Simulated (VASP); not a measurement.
Write the native input for VASP 6.6.1 that does the following.

```yaml
Task: relaxation of cell and atoms
Functional: PBEsol
Potentials_or_basis: VASP PAW PBE potentials, release 64 (Li_sv, Cl)
Cutoff: 600 eV
k_mesh: 8 × 8 × 8
Occupations: gaussian, width 0.01 eV
Spin: no spin polarisation
Target_pressure: 15 GPa
Dipole_correction: no
Further_INCAR_settings: ALGO = Normal; EDIFF = 1e-06; IBRION = 2; EDIFFG = -0.002; NSW = 100; ISIF = 3
```

The structure of LiCl lies in POSCAR:

```
LiCl
1.0
    0.0000000000      2.5314058748      2.5314058748
    2.5314058748      0.0000000000      2.5314058748
    2.5314058748      2.5314058748      0.0000000000
Li Cl
1 1
Direct
    0.0000000000      0.0000000000      0.0000000000
    0.5000000000      0.5000000000      0.5000000000
```

The input as run:

INCAR

```
ALGO = Normal ; EDIFF = 1E-6
EDIFFG = -0.002 ; ENCUT = 600
GGA = PS ; IBRION = 2
ISIF = 3 ; ISMEAR = 0
LASPH = T ; LCHARG = F
LREAL = F ; LWAVE = F
NELM = 100 ; NSW = 100
PREC = Accurate ; PSTRESS = 150.0
SIGMA = 0.01
```

KPOINTS

```
k-points
0
Gamma
  8 8 8
```

Potentials or basis: VASP PAW PBE potentials, release 64 (Li_sv, Cl).

The run is started by

```sh
$ cat potpaw_PBE.64/Li_sv/POTCAR potpaw_PBE.64/Cl/POTCAR > POTCAR
$ mpirun -np 1 vasp_std > vasp.out
```

Results of the run:

```
Relaxed volume                                         : 12.65 Å³/atom
Relaxed cell                                           : a = 3.295 Å, b = 3.295 Å, c = 3.295 Å, α = 60.00°, β = 60.00°, γ = 60.00°
Space group after relaxing (to 0.05 Å)                 : Fm-3m (No. 225)
Energy change on relaxing (the enthalpy is what falls) : +133.2 meV/atom
Ionic steps                                            : 6
Pressure after relaxing                                : 15.0 GPa
Band gap on the k mesh                                 : 6.79 eV, indirect (least direct gap 7.21 eV)
```

Caveat: the cutoff is under 1.25 times the usual one of these potentials, so pressure, stress and relaxed cells hold a basis-set (Pulay) error; the cell is relaxed towards a set pressure, so the enthalpy falls and the energy may rise; the volume moved by over 15 % at a fixed basis, so the end points are rough; the PAW data sets were made with another functional, which shifts forces and pressure a little.

Run time: 30 s on 1 thread of Intel(R) Xeon(R) 6975P-C (Granite Rapids) (shared host), peak memory 0.17 GiB.
